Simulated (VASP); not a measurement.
Input of a VASP 6.6.1 run:

The input INCAR:

```
SYSTEM = TiC
  PREC = Accurate
  ENCUT = 520
  EDIFF = 1E-6
  ISMEAR = -1
  SIGMA = 0.05
  LREAL = .False.
  LASPH = .True.
  NELM = 100
  ALGO = Normal
  ISIF = 2
  LWAVE = .False.
  LCHARG = .False.
  GGA = PE
  IVDW = 12
  NBANDS = 15
```

KPOINTS

```
regular mesh
0
Gamma
  11 11 11
  0 0 0
```

The input POSCAR:

```
TiC
1.0
    0.0000000000      2.1942184125      2.1942184125
    2.1942184125      0.0000000000      2.1942184125
    2.1942184125      2.1942184125      0.0000000000
Ti C
1 1
Direct
    0.0000000000      0.0000000000      0.0000000000
    0.5000000000      0.5000000000      0.5000000000
```

Potentials or basis: VASP PAW PBE potentials, release 64 (Ti_sv, C).

The run is started by

```bash
$ cat potpaw_PBE.64/Ti_sv/POTCAR potpaw_PBE.64/C/POTCAR > POTCAR
$ mpirun -np 1 vasp_std > vasp.out
```

Problem. Estimate the band gap on the k mesh.

Solution. Zero (band 8 reaches 9.63 eV, above the bottom of band 9 at 8.56 eV).

Problem. Estimate the dispersion energy per atom.

Solution. -0.428 eV.

Problem. Predict the pressure.

Solution. -15.4 GPa.

Caveat: pairwise dispersion overbinds metals, which lowers pressure and volume.
